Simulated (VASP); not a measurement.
# O (C2/m) in VASP: a series of runs, part 3 of 3

VASP 6.6.1. Earlier steps stand in the parts before.

### 6 Single point, PBE (20.40 Å³/atom)

This run uses another cell than the first one, of 20.40 Å³/atom.

Contents of INCAR:

```
SYSTEM = O
PREC = Accurate
ENCUT = 520
EDIFF = 1E-7
ISMEAR = -1
SIGMA = 0.05
LREAL = .False.
LASPH = .True.
NELM = 60
ALGO = Normal
ISIF = 2
LWAVE = .False.
LCHARG = .True.
GGA = PE
LELF = .True.
LVHAR = .True.
NBANDS = 13
```

Contents of KPOINTS:

```
Automatic mesh
0
Gamma
  10 10 8
  0 0 0
```

Contents of POSCAR:

```
O
1.0
    3.0131395707     -1.7567111732      0.0000000000
    3.0131395707      1.7567111732      0.0000000000
   -2.5303112785      0.0000000000      3.8539174526
O
2
Direct
    0.0254538300      0.0254538300      0.1555740200
    0.9745461700      0.9745461700      0.8444259800
```

Potentials or basis: VASP PAW PBE potentials, release 64 (O).

Launch:

```console
> cat potpaw_PBE.64/O/POTCAR > POTCAR
> mpirun -np 1 vasp_std > vasp.out
```

OUTCAR:

```text
SYSTEM = O
   PREC = Accurate
   ENCUT = 520
   EDIFF = 1E-7
   ISMEAR = -1
   LREAL = .False.
   LASPH = .True.
   NELM = 60
   ISIF = 2
   GGA = PE

 ion  position               nearest neighbor table
   1  0.025  0.025  0.156-   2 1.29
   2  0.975  0.975  0.844-   1 1.29

  LATTYP: Found a base centered monoclinic cell.
 ALAT       =     6.0262791414
 B/A-ratio  =     0.5830168606
 C/A-ratio  =     0.7650377976
 COS(beta)  =    -0.5488350190

  Lattice vectors:

[... 559 lines left out ...]
      5      -8.4714      2.00000
      6      -2.9545      0.94320
      7      -2.7549      0.03240
      8       5.1121      0.00000
      9       6.5128      0.00000
     10       8.5473      0.00000
     11      10.1677      0.00000
     12      11.7247      0.00000
     13      14.1426      0.00000

 [... further k-points ...]
[... 5 lines left out ...]
  --------------------------------------------------------------------------------------
  -------------------------------------------------------------------------------------
  Total       -0.6628166     -0.5777347     -4.0989639      0.0000000      0.0000000      1.5746445
  in kB      -26.0286669    -22.6875185   -160.9654468      0.0000000      0.0000000     61.8359587
  external PRESSURE =     -69.8938774 kB  Pullay stress =       0.0000000 kB

 VOLUME and BASIS-vectors are now :
 -----------------------------------------------------------------------------
  energy-cutoff  :      520.00
  volume of cell :       40.80
      direct lattice vectors                 reciprocal lattice vectors
     3.013139571 -1.756711173  0.000000000     0.165939874 -0.284622770  0.108948762
     3.013139571  1.756711173  0.000000000     0.165939874  0.284622770  0.108948762
    -2.530311279  0.000000000  3.853917453     0.000000000  0.000000000  0.259476237

 POSITION                                       TOTAL-FORCE (eV/Angst)
 -----------------------------------------------------------------------------------
     -0.24026      0.00000      0.59957         1.322221      0.000000     -3.002578
      3.73623      0.00000      3.25435        -1.322221      0.000000      3.002578
 -----------------------------------------------------------------------------------
    total drift:                                0.000000      0.000000      0.000000

  FREE ENERGIE OF THE ION-ELECTRON SYSTEM (eV)
  ---------------------------------------------------
  free  energy   TOTEN  =        -8.9187490217 eV

  energy  without entropy=       -8.8480455331  energy(sigma->0) =       -8.88339728
```

stdout:

```text
POSCAR found type information on POSCAR O
 POSCAR found :  1 types and       2 ions
 scaLAPACK will be used
 LDA part: xc-table for (Slater+PW92), standard interpolation
 POSCAR, INCAR and KPOINTS ok, starting setup
 FFT: planning ... GRIDC
 FFT: planning ... GRID_SOFT
 FFT: planning ... GRID
 WAVECAR not read
 entering main loop
```

It took 2.4 min on 1 thread of Intel Xeon 8259CL, shared host; peak memory 0.23 GiB.

What came out:

```yaml
Free_energy: -8.9187 eV
Pressure: -7.0 GPa
Largest_force: 3.281 eV/Å
Band_gap_on_the_k_mesh: zero (bands 6 and 7 overlap by 0.17 eV)
```

Forces on the atoms (eV/Å):
```
O    1.322  0.000 -3.003
O   -1.322  0.000  3.003
```

Stress tensor (GPa, compression positive):
```
 -2.60   0.00   6.18
  0.00  -2.27   0.00
  6.18   0.00 -16.10
```

Levels at points of the mesh, in eV from the Fermi level:
```
           k point  band 3  band 4  band 5  band 6  band 7  band 8  band 9  band 10
(0.00, 0.00, 0.00)   -6.92   -5.28   -5.25   -0.07    0.13    6.57    8.53    13.82
(0.50, 0.00, 0.00)   -6.60   -6.12   -5.38   -0.19    0.10    8.31   10.13    10.92
(0.50, 0.50, 0.00)   -6.46   -6.06   -5.54    0.00    0.27    8.05   10.65    11.38
(0.00, 0.00, 0.50)   -6.30   -5.35   -5.34    0.10    0.23    6.10    8.25    10.66
(0.50, 0.00, 0.50)   -6.34   -5.96   -5.48   -0.39    0.11    7.16   10.51    11.69
(0.50, 0.50, 0.50)   -6.50   -5.97   -5.45   -0.21    0.05    7.12   10.44    10.92
```

Caveat: spin is off for a triplet molecule; the stress differs along the axes, from -16 to -2 GPa; this functional lacks dispersion, which holds the molecules together, so the pressure and a relaxed volume are unreliable; forces of over 1 eV/Å act on the atoms, so gaps and moduli don't describe the material at rest.

### 7 Single point, PBE, collinear spin, ferromagnetic start (12.45 Å³/atom)

This run uses another cell than the first one, of 12.45 Å³/atom.

Contents of INCAR:

```
SYSTEM = O
ALGO = Normal
EDIFF = 1E-7
ENCUT = 520
GGA = PE
ISIF = 2
ISMEAR = -1
ISPIN = 2
LASPH = .True.
LCHARG = .True.
LELF = .True.
LORBIT = 11
LREAL = .False.
LVHAR = .True.
LWAVE = .False.
MAGMOM = 1 1
NBANDS = 17
NELM = 150
PREC = Accurate
SIGMA = 0.05
```

Contents of KPOINTS:

```
k-points
0
Gamma
  10 10 8
  0 0 0
```

Contents of POSCAR:

```
O
1.0
    2.5556580562     -1.4899917368      0.0000000000
    2.5556580562      1.4899917368      0.0000000000
   -2.1461370282      0.0000000000      3.2687815997
O
2
Direct
    0.0254538300      0.0254538300      0.1555740200
    0.9745461700      0.9745461700      0.8444259800
```

Potentials or basis: VASP PAW PBE potentials, release 64 (O).

Launch:

```console
> cat potpaw_PBE.64/O/POTCAR > POTCAR
> mpirun -np 1 vasp_std > vasp.out
```

OUTCAR:

```text
SYSTEM = O
   EDIFF = 1E-7
   ENCUT = 520
   GGA = PE
   ISIF = 2
   ISMEAR = -1
   ISPIN = 2
   LASPH = .True.
   LORBIT = 11
   LREAL = .False.
   NELM = 150
   PREC = Accurate

 ion  position               nearest neighbor table
   1  0.025  0.025  0.156-   2 1.10
   2  0.975  0.975  0.844-   1 1.10

  LATTYP: Found a base centered monoclinic cell.
 ALAT       =     5.1113161124
 B/A-ratio  =     0.5830168606
 C/A-ratio  =     0.7650377976
 COS(beta)  =    -0.5488350190

  Lattice vectors:

 A1 = (   2.5556580562,  -1.4899917368,   0.0000000000)
 A2 = (   2.5556580562,   1.4899917368,   0.0000000000)
 A3 = (  -2.1461370282,   0.0000000000,   3.2687815997)

Analysis of symmetry for initial positions (statically):
=====================================================================
 Subroutine PRICEL returns:
 Original cell was already a primitive cell.

 Routine SETGRP: Setting up the symmetry group for a
 base centered monoclinic supercell.

 Subroutine GETGRP returns: Found  4 space group operations
 (whereof  4 operations were pure point group operations)
 out of a pool of  4 trial point group operations.

The static configuration has the point symmetry C_2h.

Analysis of symmetry for dynamics (positions and initial velocities):
=====================================================================
 Subroutine PRICEL returns:
 Original cell was already a primitive cell.

 Routine SETGRP: Setting up the symmetry group for a
 base centered monoclinic supercell.

 Subroutine GETGRP returns: Found  4 space group operations
 (whereof  4 operations were pure point group operations)
 out of a pool of  4 trial point group operations.

The dynamic configuration has the point symmetry C_2h.

Analysis of structural, dynamic, and magnetic symmetry:
[... 142 lines left out ...]
 spin polarized calculation
  energy-cutoff  :      520.00
  volume of cell :       24.89
 maximum number of plane-waves:       688
 NGX is ok and might be reduce to    24
   NGX = 11   NGY = 11   NGZ = 15

 number of electron      12.0000001 magnetization       1.9996943

 Free energy of the ion-electron system (eV)
  ---------------------------------------------------
  ext. energy  EPLUGINS =         0.00000000
  ---------------------------------------------------
  free energy    TOTEN  =        -8.69912324 eV

  energy without entropy =       -8.69902500  energy(sigma->0) =       -8.69907412

 E-fermi :   0.9977     XC(G=0):  -8.7632

 val. band max:        0.7652152713   @ k =   0.5000   0.5000  -0.0000
 cond. band min:       1.1699251200   @ k =   0.5000   0.0000   0.5000
 fundamental gap:      0.4047098486
 Fermi energy:         0.9977003341

 spin component 1

 k-point     1 :       0.0000    0.0000    0.0000
  band No.  band energies     occupation
      1     -30.1927      1.00000
      2     -13.3861      1.00000
      3      -9.2135      1.00000
      4      -8.2061      1.00000
      5      -8.1629      1.00000
      6      -0.0704      1.00000
[... 459 lines left out ...]
      6       0.0752      1.00000
[... 9 lines left out ...]
     16      29.7122      0.00000
     17      30.2040      0.00000

 [... further k-points ...]

 spin component 2

 k-point     1 :       0.0000    0.0000    0.0000
  band No.  band energies     occupation
      1     -29.0817      1.00000
      2     -11.5504      1.00000
      3      -8.3270      1.00000
      4      -6.2318      1.00000
      5      -6.1953      1.00000
      6       2.2693      0.00000
[... 459 lines left out ...]
      6       2.4033      0.00000
[... 9 lines left out ...]
     16      30.1573      0.00000
     17      30.7464      0.00000

 [... further k-points ...]
[... 5 lines left out ...]
  --------------------------------------------------------------------------------------
  -------------------------------------------------------------------------------------
  Total        3.5184692      1.0100855     16.6039420      0.0000000      0.0000000     -6.2781653
  in kB      226.4445304     65.0079088   1068.6101223      0.0000000      0.0000000   -404.0553139
  external PRESSURE =     453.3541872 kB  Pullay stress =       0.0000000 kB

 VOLUME and BASIS-vectors are now :
 -----------------------------------------------------------------------------
  energy-cutoff  :      520.00
  volume of cell :       24.89
      direct lattice vectors                 reciprocal lattice vectors
     2.555658056 -1.489991737  0.000000000     0.195644327 -0.335572331  0.128451388
     2.555658056  1.489991737  0.000000000     0.195644327  0.335572331  0.128451388
    -2.146137028  0.000000000  3.268781600     0.000000000  0.000000000  0.305924385

 POSITION                                       TOTAL-FORCE (eV/Angst)
 -----------------------------------------------------------------------------------
     -0.20378      0.00000      0.50854        -6.239481      0.000000     15.444974
      3.16896      0.00000      2.76024         6.239481      0.000000    -15.444974
 -----------------------------------------------------------------------------------
    total drift:                                0.000000     -0.000000      0.000000

  FREE ENERGIE OF THE ION-ELECTRON SYSTEM (eV)
  ---------------------------------------------------
  free  energy   TOTEN  =        -8.6991232428 eV

  energy  without entropy=       -8.6990250023  energy(sigma->0) =       -8.69907412

 total charge

# of ion       s       p       d       tot
------------------------------------------
    1        1.627   3.522   0.000   5.149
    2        1.627   3.522   0.000   5.149
--------------------------------------------------
tot          3.255   7.043   0.000  10.298

 magnetization (x)

# of ion       s       p       d       tot
------------------------------------------
    1        0.010   0.773   0.000   0.783
    2        0.010   0.773   0.000   0.783
--------------------------------------------------
tot          0.020   1.546   0.000   1.566
```

OSZICAR:

```text
N       E                     dE             d eps       ncg     rms          rms(c)
DAV:   1     0.413593770386E+02    0.41359E+02   -0.56498E+03 15692   0.614E+02
DAV:   2    -0.752172749877E+01   -0.48881E+02   -0.46375E+02 20392   0.164E+02
DAV:   3    -0.879959997890E+01   -0.12779E+01   -0.12658E+01 17363   0.228E+01
DAV:   4    -0.880327154981E+01   -0.36716E-02   -0.36714E-02 19786   0.145E+00
DAV:   5    -0.880328570165E+01   -0.14152E-04   -0.14152E-04 17546   0.831E-02    0.712E+00
DAV:   6    -0.869491817819E+01    0.10837E+00   -0.10642E+00 17551   0.759E+00    0.320E+00
DAV:   7    -0.866958040967E+01    0.25338E-01   -0.27376E-01 16643   0.422E+00    0.171E+00
DAV:   8    -0.869698245390E+01   -0.27402E-01   -0.38748E-02 17283   0.159E+00    0.513E-01
DAV:   9    -0.869783755004E+01   -0.85510E-03   -0.32966E-03 17723   0.463E-01    0.251E-01
DAV:  10    -0.869904644130E+01   -0.12089E-02   -0.79678E-04 17327   0.237E-01    0.650E-02
DAV:  11    -0.869909023729E+01   -0.43796E-04   -0.79706E-05 17660   0.734E-02    0.317E-02
DAV:  12    -0.869911965062E+01   -0.29413E-04   -0.15570E-05 17093   0.329E-02    0.900E-03
DAV:  13    -0.869912269519E+01   -0.30446E-05   -0.14536E-06 18000   0.890E-03    0.301E-03
DAV:  14    -0.869912312753E+01   -0.43234E-06   -0.33590E-07 16961   0.424E-03    0.165E-03
DAV:  15    -0.869912323808E+01   -0.11055E-06   -0.66709E-08 17572   0.194E-03    0.266E-04
DAV:  16    -0.869912324275E+01   -0.46696E-08   -0.36025E-09  8205   0.479E-04
   1 F= -.86991232E+01 E0= -.86990741E+01  d E =-.982405E-04  mag=     1.9997
```

It took 4.5 min on 1 thread of Intel Xeon 8259CL, shared host; peak memory 0.24 GiB.

What came out:

* Free energy: -8.6991 eV
* Pressure: 45.3 GPa
* Largest force: 16.658 eV/Å
* Band gap on the k mesh: 0.40 eV (least direct gap 0.83 eV)
* Net moment: 2.00 μB per cell
* Site moments: O +0.78 μB
* Valence electrons inside the program's atomic spheres: O 5.15

Forces in eV/Å, atoms in the order of the input:
```
O    -6.239   0.000  15.445
O     6.239   0.000 -15.445
```

Stress tensor (GPa, compression positive):
```
 22.64   0.00 -40.41
  0.00   6.50   0.00
-40.41   0.00 106.86
```

Levels at points of the mesh, in eV from the valence-band top:
Spin up:
| k point | band 5 | band 6 | band 7 | band 8 | band 9 | band 10 |
| --- | --- | --- | --- | --- | --- | --- |
| (0.00, 0.00, 0.00) | -8.93 | -0.84 | -0.31 | 7.40 | 14.57 | 15.42 |
| (0.50, 0.00, 0.00) | -8.95 | -1.15 | -0.44 | 10.48 | 12.01 | 14.80 |
| (0.50, 0.50, 0.00) | -8.52 | -0.73 | 0.00 | 10.51 | 12.18 | 12.38 |
| (0.00, 0.00, 0.50) | -8.29 | -0.43 | -0.09 | 8.35 | 8.56 | 15.48 |
| (0.50, 0.00, 0.50) | -8.27 | -1.69 | -0.43 | 10.56 | 11.14 | 14.36 |
| (0.50, 0.50, 0.50) | -8.69 | -1.20 | -0.55 | 9.42 | 11.32 | 14.25 |
Spin down:
```tsv
k point	band 3	band 4	band 5	band 6	band 7	band 8
(0.00, 0.00, 0.00)	-9.09	-7.00	-6.96	1.50	2.15	8.03
(0.50, 0.00, 0.00)	-9.03	-7.98	-7.25	1.14	1.97	11.32
(0.50, 0.50, 0.00)	-8.86	-7.60	-7.51	1.54	2.51	10.96
(0.00, 0.00, 0.50)	-7.26	-7.14	-7.12	1.94	2.40	9.12
(0.50, 0.00, 0.50)	-8.61	-7.48	-7.22	0.40	1.98	11.47
(0.50, 0.50, 0.50)	-8.53	-7.67	-7.39	1.01	1.85	10.22
```

Caveat: the standard files for N, O and F lose accuracy on very short bonds; the stress differs along the axes, from 7 to 107 GPa; semilocal functionals underestimate gaps, and a narrow one can read as zero; this functional lacks dispersion, which holds the molecules together, so the pressure and a relaxed volume are unreliable; forces of over 1 eV/Å act on the atoms, so gaps and moduli don't describe the material at rest.

### 8 The runs side by side

| spin | cell | gap on the mesh (eV) | pressure (GPa) | largest force (eV/Å) |
| --- | --- | --- | --- | --- |
| off | a = 3.245, b = 3.245, c = 4.289 Å, angles 118.3, 118.3, 60.5°, 2 atoms | none | 3.1 | 2.55 |
| off | a = 3.355, b = 3.355, c = 4.434 Å, angles 118.3, 118.3, 60.5°, 2 atoms | none | -2.8 | 0.60 |
| off | a = 3.407, b = 3.407, c = 4.504 Å, angles 118.3, 118.3, 60.5°, 2 atoms | none | -4.7 | 1.77 |
| off | a = 3.488, b = 3.488, c = 4.610 Å, angles 118.3, 118.3, 60.5°, 2 atoms | none | -7.0 | 3.28 |
| collinear, ferromagnetic start | a = 2.958, b = 2.958, c = 3.910 Å, angles 118.3, 118.3, 60.5°, 2 atoms | 0.40 | 45.3 | 16.66 |

Alike in all rows: task single point; level PBE; potentials or basis VASP PAW PBE potentials, release 64 (O); k mesh 10 × 10 × 8; cutoff (eV) 520; smearing fermi-dirac 0.05 eV.

Caveats: this functional lacks dispersion, which holds the molecules together, so the pressure and a relaxed volume are unreliable; spin is off for a triplet molecule (at least some runs); forces of over 1 eV/Å act on the atoms, so gaps and moduli don't describe the material at rest (at least some runs); the standard files for N, O and F lose accuracy on very short bonds (at least some runs); the stress differs along the axes, from -4 to 10 GPa (at least some runs); the stress differs along the axes, from -10 to -1 GPa (at least some runs); the stress differs along the axes, from -16 to -2 GPa (at least some runs).

Absolute energies hang on the potentials; compare differences alone.
